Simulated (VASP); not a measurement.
# NaAg2I3 (R-3m) in VASP: notebook

NaAg2I3 is run at these levels: PBE; tasks: relaxation of cell and atoms, single point.

Program: VASP 6.6.1. These are calculated values, not measurements. Logs are shortened: lines on timing, memory, paths and dates and some standing lists are left out, and cuts for length are marked.

## 1. The cell of the first run

It takes space group R-3m (No. 166, trigonal). Conventional cell: a = 6.264 Å, b = 6.264 Å, c = 17.831 Å, α = 90.00°, β = 90.00°, γ = 120.00°. Within 4.6 Å of Na (site symmetry -3m) lie 6 I at 3.48 Å and 6 Ag at 3.66 Å. Ag (site symmetry 3m) has 3 I at 3.00 Å and 3 Na at 3.66 Å and 3 Ag at 3.80 Å within 4.0 Å. Within 4.0 Å of I (site symmetry 2/m) lie 2 Ag at 3.00 Å and 4 I at 3.13 Å and 2 Na at 3.48 Å.

The cell was generated, and may not be a known phase.

## 2. Relaxation of cell and atoms, PBE

File INCAR:

```
SYSTEM = NaAg2I3
PREC     = Accurate       ! precision mode
ENCUT    = 600            ! plane-wave cutoff, eV
EDIFF    = 1E-6           ! SCF threshold, eV
ISMEAR   = 0              ! smearing method
SIGMA    = 0.1            ! smearing width, eV
LREAL    = .FALSE.        ! projectors in reciprocal space
LASPH    = .TRUE.         ! aspherical terms in the spheres
NELM     = 80             ! most SCF steps
ALGO     = Normal         ! electronic algorithm
ISIF     = 3              ! what is computed and relaxed
LWAVE    = .FALSE.        ! write WAVECAR
LCHARG   = .FALSE.        ! write CHGCAR
GGA      = PE             ! functional
IBRION   = 2              ! ionic algorithm
NSW      = 90             ! ionic steps
EDIFFG   = -0.04          ! ionic threshold
```

File KPOINTS:

```
regular mesh
0
G
  3 3 3
  0 0 0
```

File POSCAR:

```
NaAg2I3
1.0
    3.1320189200      1.8082719700      5.9435859500
   -3.1320189200      1.8082719700      5.9435859500
    0.0000000000     -3.6165439400      5.9435859500
Na Ag I
1 2 3
Direct
    0.5000000000      0.5000000000      0.5000000000
    0.8010521900      0.8010521900      0.8010521900
    0.1989478100      0.1989478100      0.1989478100
    0.5000000000      0.5000000000      0.0000000000
    0.0000000000      0.5000000000      0.5000000000
    0.5000000000      0.0000000000      0.5000000000
```

Potentials or basis: VASP PAW PBE potentials, release 64 (Na_pv, Ag, I).

On the command line:

```bash
> cat potpaw_PBE.64/Na_pv/POTCAR potpaw_PBE.64/Ag/POTCAR potpaw_PBE.64/I/POTCAR > POTCAR
> mpirun -np 1 vasp_std > vasp.out
```

OUTCAR:

```text
SYSTEM = NaAg2I3
   PREC = Accurate
   ENCUT = 600
   EDIFF = 1E-6
   ISMEAR = 0
   LREAL = .FALSE.
   LASPH = .TRUE.
   NELM = 80
   ISIF = 3
   GGA = PE
   IBRION = 2
   NSW = 90
   EDIFFG = -0.04

 ion  position               nearest neighbor table
   1  0.500  0.500  0.500-
   2  0.801  0.801  0.801-   5 3.00   6 3.00   4 3.00
   3  0.199  0.199  0.199-   5 3.00   6 3.00   4 3.00
   4  0.500  0.500  0.000-   2 3.00   3 3.00   5 3.13   6 3.13   6 3.13   5 3.13
   5  0.000  0.500  0.500-   2 3.00   3 3.00   6 3.13   6 3.13   4 3.13   4 3.13
   6  0.500  0.000  0.500-   2 3.00   3 3.00   5 3.13   5 3.13   4 3.13   4 3.13

  LATTYP: Found a trigonal (rhomboedric) cell.
 ALAT       =     6.9574135983
 COS(alpha) =     0.5946939307

  Lattice vectors:

 A1 = (   3.1320189200,   1.8082719700,   5.9435859500)
 A2 = (  -3.1320189200,   1.8082719700,   5.9435859500)
 A3 = (   0.0000000000,  -3.6165439400,   5.9435859500)

Analysis of symmetry for initial positions (statically):
=====================================================================
 Subroutine PRICEL returns:
 Original cell was already a primitive cell.

 Routine SETGRP: Setting up the symmetry group for a
 trigonal (rhombohedral) supercell.

 Subroutine GETGRP returns: Found 12 space group operations
 (whereof 12 operations were pure point group operations)
 out of a pool of 12 trial point group operations.

The static configuration has the point symmetry D_3d.

Analysis of symmetry for dynamics (positions and initial velocities):
=====================================================================
 Subroutine PRICEL returns:
 Original cell was already a primitive cell.

 Routine SETGRP: Setting up the symmetry group for a
 trigonal (rhombohedral) supercell.

 Subroutine GETGRP returns: Found 12 space group operations
 (whereof 12 operations were pure point group operations)
 out of a pool of 12 trial point group operations.

The dynamic configuration has the point symmetry D_3d.

 Subroutine INISYM returns: Found 12 space group operations
 (whereof 12 operations are pure point group operations),
 and found     1 'primitive' translations

----------------------------------------------------------------------------------------

                                     Primitive cell

  volume of cell :     201.9705

  direct lattice vectors                    reciprocal lattice vectors
     3.132018920  1.808271970  5.943585950     0.159641437  0.092169026  0.056082866
[... 85 lines left out ...]
   PSTRESS=    0.0 pullay stress
   NELECT =      50.0000    total number of electrons
   NUPDOWN=      -1.0000    fix difference up-down
   EMIN   =  10.00;   EMAX   =-10.00  energy-range for DOS
   EFERMI =   0.00;   METHOD = LEGACY
   ISMEAR =     0;   SIGMA  =   0.10  broadening in eV -4-tet -1-fermi 0-gaus
   EFERMI_NEDOS =   21; number of points for ismear=-14 and -15
   IALGO  =     38    algorithm
   IMIX   =      4    mixing-type and parameters
     AMIX     =   0.40;   BMIX     =  1.00
     AMIX_MAG =   1.60;   BMIX_MAG =  1.00
  volume/ion in A,a.u.               =      33.66       227.16
  Fermi-wavevector in a.u.,A,eV,Ry     =   1.027943  1.942530 14.376813  1.056666
  Thomas-Fermi vector in A             =   2.161914
   LORBIT       =      0    0 simple, 1 ext, 2 COOP (PROOUT), +10 PAW based schemes
   GGA     = PE    functional components
   LHFCALC =     F    Hartree Fock is set to
   AEXX    =    0.0000 exact exchange contribution
   IVDW    =     0    specifies the selected vdW correction
   LEPSILON=     F    determine dielectric tensor
   LRPA    =     F    only Hartree local field effects (RPA)
 conjugate gradient relaxation of ions
 non-spin polarized calculation
 Gauss-broadening in eV      SIGMA  =   0.10
  energy-cutoff  :      600.00
  volume of cell :      201.97
 maximum number of plane-waves:      6783
   NGX = 27   NGY = 27   NGZ = 27

--------------------------------------- Ionic step        1  -------------------------------------------

 number of electron      50.0000002 magnetization

 Free energy of the ion-electron system (eV)
  ---------------------------------------------------
  ext. energy  EPLUGINS =         0.00000000
  ---------------------------------------------------
  free energy    TOTEN  =        -9.36410914 eV

  energy without entropy =       -9.34681132  energy(sigma->0) =       -9.35546023

------------------------ aborting loop because EDIFF is reached ----------------------------------------

  FORCE on cell =-STRESS in cart. coord.  units (eV):
  Direction    XX          YY          ZZ          XY          YZ          ZX
  --------------------------------------------------------------------------------------
  -------------------------------------------------------------------------------------
  Total        6.9291548      6.9291549      1.9313899     -0.0000000      0.0000000      0.0000000
  in kB       54.9671124     54.9671126     15.3211944     -0.0000000      0.0000000      0.0000000
  external PRESSURE =      41.7518065 kB  Pullay stress =       0.0000000 kB
[... 101 lines left out ...]
  FREE ENERGIE OF THE ION-ELECTRON SYSTEM (eV)
  ---------------------------------------------------
  free  energy   TOTEN  =        -9.9313084357 eV

  energy  without entropy=       -9.8926729155  energy(sigma->0) =       -9.91199068

[... ionic steps 4 to 16 ...]

--------------------------------------- Ionic step       17  -------------------------------------------

 number of electron      49.9999993 magnetization

 E-fermi :   0.0734     XC(G=0):  -6.3353

 val. band max:       -0.3720876558   @ k =   0.3333   0.3333   0.3333
 cond. band min:       0.8908334905   @ k =   0.0000   0.0000   0.0000
 fundamental gap:      1.2629211463
 Fermi energy:         0.0734001869

 k-point     1 :       0.0000    0.0000    0.0000
  band No.  band energies     occupation
      1     -23.7487      2.00000
      2     -23.7306      2.00000
      3     -23.7306      2.00000
      4     -12.0113      2.00000
      5     -11.7671      2.00000
      6     -11.7671      2.00000
[... 266 lines left out ...]
--------------------------------------- Ionic step       19  -------------------------------------------

 number of electron      50.0000018 magnetization

 Free energy of the ion-electron system (eV)
  ---------------------------------------------------
  ext. energy  EPLUGINS =         0.00000000
  ---------------------------------------------------
  free energy    TOTEN  =       -13.57053997 eV

  energy without entropy =      -13.57053997  energy(sigma->0) =      -13.57053997

 E-fermi :  -0.0047     XC(G=0):  -6.2007

 val. band max:       -0.5423815675   @ k =   0.3333   0.3333   0.3333
 cond. band min:       0.7347618964   @ k =   0.0000   0.0000   0.0000
 fundamental gap:      1.2771434639
 Fermi energy:        -0.0047225052

 k-point     1 :       0.0000    0.0000    0.0000
  band No.  band energies     occupation
      1     -24.0160      2.00000
      2     -24.0017      2.00000
      3     -24.0017      2.00000
      4     -12.1644      2.00000
      5     -11.9344      2.00000
      6     -11.9344      2.00000
[... 220 lines left out ...]
  FREE ENERGIE OF THE ION-ELECTRON SYSTEM (eV)
  ---------------------------------------------------
  free  energy   TOTEN  =       -13.5705399664 eV

  energy  without entropy=      -13.5705399664  energy(sigma->0) =      -13.57053997

 reached required accuracy - stopping structural energy minimisation
```

OSZICAR:

```text
N       E                     dE             d eps       ncg     rms          rms(c)
DAV:   1     0.374771121707E+03    0.37477E+03   -0.23872E+04   360   0.166E+03
DAV:   2     0.247044518019E+02   -0.35007E+03   -0.33490E+03   392   0.332E+02
DAV:   3    -0.822874298931E+01   -0.32933E+02   -0.31924E+02   450   0.947E+01
[... 224 lines left out ...]
DAV:   7    -0.135705027856E+02    0.18370E-03   -0.14672E-03   392   0.340E-01    0.456E-02
DAV:   8    -0.135705315069E+02   -0.28721E-04   -0.27914E-04   402   0.870E-02    0.676E-02
DAV:   9    -0.135705385653E+02   -0.70584E-05   -0.22627E-05   360   0.252E-02    0.172E-02
DAV:  10    -0.135705403044E+02   -0.17391E-05   -0.33705E-06   294   0.122E-02    0.175E-02
DAV:  11    -0.135705399664E+02    0.33802E-06   -0.15745E-06   258   0.851E-03
  19 F= -.13570540E+02 E0= -.13570540E+02  d E =-.458659E-01
```

It took 8.6 min on 1 thread of Intel Xeon 6975P-C (Granite Rapids), shared host; peak memory 0.47 GiB.

What came out:

| Item | Value |
| --- | --- |
| Free energy | -13.5705 eV |
| Relaxed volume | 52.57 Å³/atom |
| Relaxed cell | a = 6.856 Å, b = 6.856 Å, c = 6.856 Å, α = 82.88°, β = 82.88°, γ = 82.88° |
| Space group after relaxing (to 0.1 Å) | R-3m (No. 166) |
| Energy gained by relaxing | 701.1 meV/atom |
| Ionic steps | 19 |
| Pressure after relaxing | 0.1 GPa |
| Band gap on the k mesh | 1.28 eV (least direct gap 1.30 eV) |

The path:
```tsv
step	energy change (eV)	largest force (eV/Å)	pressure (GPa)	volume (Å³)
1	0.0000	0.4259	4.18	201.97
2	-0.4847	0.1094	0.78	228.60
3	-0.5672	0.3389	-0.06	241.87
4	-0.5955	0.7132	-1.06	269.78
5	-1.2821	0.9758	-1.16	281.00
6	-3.2911	1.0181	-1.76	300.20
7	-3.4981	0.9546	-1.85	300.93
8	-3.9617	0.3244	0.37	252.41
9	-3.9620	0.3385	0.33	253.14
10	-3.9988	0.3139	0.24	257.08
11	-4.0781	0.2289	0.05	269.09
12	-4.0683	0.0226	-0.32	294.01
13	-4.1048	0.1470	-0.10	278.95
14	-4.1408	0.0549	0.17	280.77
15	-4.1606	0.0988	0.63	283.39
16	-4.1807	0.0691	0.46	290.54
17	-4.2028	0.0198	0.20	305.03
18	-4.1929	0.0529	-0.18	334.85
19	-4.2064	0.0007	0.06	315.41
```

Final structure:
```
CELL_PARAMETERS angstrom
4.53766 2.61982 4.42206
-4.53766 2.61982 4.42206
0.00000 -5.23963 4.42206
ATOMIC_POSITIONS crystal
Na 0.50000 0.50000 0.50000
Ag 0.73680 0.73680 0.73680
Ag 0.26320 0.26320 0.26320
I 0.50000 0.50000 0.00000
I 0.00000 0.50000 0.50000
I 0.50000 0.00000 0.50000
```

Caveat: the volume moved by over 15 % at a fixed basis, so the end points are rough; spin-orbit coupling is left out, which moves the levels of the heavy elements. A k mesh can miss the band edges.

## 3. Single point, PBE

This run uses another cell than the first one, of 53.12 Å³/atom.

File INCAR:

```
ALGO = Normal
EDIFF = 1E-6
ENCUT = 520
GGA = PE
ISIF = 2
ISMEAR = 0
LASPH = T
LCHARG = F
LREAL = F
LWAVE = F
NBANDS = 34
NELM = 100
PREC = Accurate
SIGMA = 0.02
```

File KPOINTS:

```
k-points
0
Gamma
  6 6 6
```

File POSCAR:

```
NaAg2I3
1.0
    4.5733566493      2.6404286925      4.3989264707
   -4.5733566493      2.6404286925      4.3989264707
    0.0000000000     -5.2808573851      4.3989264707
Na Ag I
1 2 3
Direct
    0.5000000000      0.5000000000      0.5000000000
    0.7346659029      0.7346659029      0.7346659029
    0.2653340971      0.2653340971      0.2653340971
    0.5000000000      0.5000000000      0.0000000000
    0.0000000000      0.5000000000      0.5000000000
    0.5000000000      0.0000000000      0.5000000000
```

Potentials or basis: VASP PAW PBE potentials, release 64 (Na_pv, Ag, I).

On the command line:

```bash
> cat potpaw_PBE.64/Na_pv/POTCAR potpaw_PBE.64/Ag/POTCAR potpaw_PBE.64/I/POTCAR > POTCAR
> mpirun -np 1 vasp_std > vasp.out
```

Run time: 3.2 min. Hardware: 1 thread of Intel Xeon 6975P-C (Granite Rapids), shared host; peak memory 0.6 GiB.

The run converged. Its results:

* Free energy: -13.6485 eV
* Pressure: 0.0 GPa
* Band gap on the k mesh: 1.27 eV (least direct gap 1.30 eV)

Forces on the atoms (eV/Å):
```
Na   0.000  0.000  0.000
Ag   0.000  0.000 -0.002
Ag   0.000  0.000  0.002
I    0.000  0.000  0.000
I    0.000  0.000  0.000
I    0.000  0.000  0.000
```

Stress tensor (GPa, compression positive):
```
-0.06  0.00  0.00
 0.00 -0.06  0.00
 0.00  0.00  0.03
```

Levels at points of the mesh, in eV from the valence-band top:
```tsv
k point	band 23	band 24	band 25	band 26	band 27	band 28
(0.00, 0.00, 0.00)	-0.63	-0.03	-0.03	1.27	3.13	4.31
(0.50, 0.00, 0.00)	-0.81	-0.77	-0.24	2.58	3.48	4.05
(0.50, 0.50, 0.00)	-0.76	-0.67	-0.20	2.76	3.64	4.80
(0.50, 0.50, 0.50)	-0.49	0.00	0.00	1.52	3.99	4.60
```

Caveat: spin-orbit coupling is left out, which moves the levels of the heavy elements.
